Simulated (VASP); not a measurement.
Here is a VASP 6.6.1 calculation.

File POSCAR:

```
RbBr
1.0
    0.0000000000      3.4270000000      3.4270000000
    3.4270000000      0.0000000000      3.4270000000
    3.4270000000      3.4270000000      0.0000000000
Rb Br
1 1
Direct
    0.0000000000      0.0000000000      0.0000000000
    0.5000000000      0.5000000000      0.5000000000
```

INCAR.step1

```
SYSTEM = RbBr
ALGO     = Normal         ! electronic algorithm
EDIFF    = 1E-5           ! SCF threshold, eV
ENCUT    = 520            ! plane-wave cutoff, eV
GGA      = PE             ! functional
ISIF     = 2              ! what is computed and relaxed
ISMEAR   = -1             ! smearing method
LASPH    = .True.         ! aspherical terms in the spheres
LCHARG   = .False.        ! write CHGCAR
LREAL    = .False.        ! projectors in reciprocal space
LWAVE    = .True.         ! write WAVECAR
NBANDS   = 15             ! bands
NELM     = 60             ! most SCF steps
PREC     = Accurate       ! precision mode
SIGMA    = 0.05           ! smearing width, eV
```

Contents of INCAR.step2:

```
SYSTEM = RbBr
AEXX     = 0.25           ! exact-exchange fraction
ALGO     = Normal         ! electronic algorithm
EDIFF    = 1E-6           ! SCF threshold, eV
ENCUT    = 520            ! plane-wave cutoff, eV
GGA      = PE             ! functional
HFSCREEN = 0.2            ! screening, 1/A
ISIF     = 2              ! what is computed and relaxed
ISMEAR   = -1             ! smearing method
ISTART   = 1            
LASPH    = .True.         ! aspherical terms in the spheres
LCHARG   = .False.        ! write CHGCAR
LHFCALC  = .True.         ! exact exchange
LREAL    = .False.        ! projectors in reciprocal space
LWAVE    = .False.        ! write WAVECAR
NBANDS   = 15             ! bands
NELM     = 60             ! most SCF steps
PREC     = Accurate       ! precision mode
PRECFOCK = Normal       
SIGMA    = 0.05           ! smearing width, eV
```

Contents of KPOINTS:

```
k-points
0
Gamma
  4 4 4
  0 0 0
```

Potentials or basis: VASP PAW PBE potentials, release 64 (Rb_sv, Br).

Command:

```sh
$ cat potpaw_PBE.64/Rb_sv/POTCAR potpaw_PBE.64/Br/POTCAR > POTCAR
$ cp INCAR.step1 INCAR
$ mpirun -np 1 vasp_std > vasp.out
$ cp INCAR.step2 INCAR
$ mpirun -np 1 vasp_std > vasp.out
```

What does it give for the band gap on the k mesh?

5.54 eV, direct.

What does it give for the pressure?

0.8 GPa.

Caveat: the PAW data sets were made with another functional, which shifts forces and pressure a little.
